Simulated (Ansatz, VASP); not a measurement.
One calculation of Ga, two programs

INCAR

```
SYSTEM = Ga
ALGO = Normal ; EDIFF = 1E-7
ENCUT = 520 ; ISIF = 2
ISMEAR = -1 ; LASPH = .True.
LCHARG = .False. ; LREAL = .False.
LWAVE = .False. ; NBANDS = 20
NELM = 60 ; PREC = Accurate
SIGMA = 0.08
```

KPOINTS

```
k-points
0
Gamma
  12 12 10
  0 0 0
```

POSCAR

```
Ga
1.0
    1.5109750000     -4.0867500000      0.0392250000
    1.3890250000      4.0432500000     -0.0827250000
   -0.0475500000     -0.0475500000      3.1700000000
Ga
2
Direct
    0.8670000000      0.1330000000      0.2500000000
    0.1330000000      0.8670000000      0.7500000000
```

Input for Ansatz:

```yaml
crystal:
  lattice:
    - [1.510975, -4.08675, 0.039225]
    - [1.389025, 4.04325, -0.082725]
    - [-0.04755, -0.04755, 3.17]
  atoms:
    - { symbol: Ga, position: [0.867, 0.133, 0.25] }
    - { symbol: Ga, position: [0.133, 0.867, 0.75] }
kpoints:
  mp_grid: { grid: [12, 12, 10] }
  band_path:
    path:
      - [0.0, 0.0, 0.0]
      - [0.0, 0.0, 0.5]
      - [-0.5, 0.0, 0.0]
      - [0.0, 0.0, 0.0]
      - [0.5, -0.5, 0.0]
      - [0.0, -0.5, 0.5]
      - [0.0, 0.0, 0.0]
      - [0.0, -0.5, 0.0]
      - [0.5, -0.5, 0.5]
    npoints: 5
scf:
  occupations: { method: fermi_dirac, width: 0.08 }
hamiltonian:
  xc: lda
  pseudopotentials: { kind: all_electron, lapw: { basis_error: 0.001 } }
output:
  forces: true
  stress: true
  eigenvalues: true
```

Change from the starting cell: equal xy, yz and zx shear strains of -3 %.

Alike in both runs: task single point; functional LDA; k mesh 12 × 12 × 10; occupations fermi-dirac, width 0.08 eV; no spin polarisation.

|  | VASP | Ansatz |
| --- | --- | --- |
| version | VASP 6.6.1 | Ansatz 0.2.0 |
| potentials or method | VASP PAW LDA potentials, release 64 (Ga_d), cutoff 520 eV | all-electron LAPW, scalar-relativistic |

```tsv
	VASP	Ansatz	Ansatz less VASP
pressure (GPa)	-3.6	-3.7	-0.11
traceless stress, the component that is largest in VASP (GPa)	-1.98	-1.97	+0.012
rms of the force components (eV/Å)	0.106	0.104	-0.0016
```

LDA's correlation is that of Perdew and Zunger in VASP and of Perdew and Wang (1992) in Ansatz. Atom by atom the forces differ by 0.002 eV/Å (rms over components). Ansatz ran all-electron here, and VASP with PAW potentials.
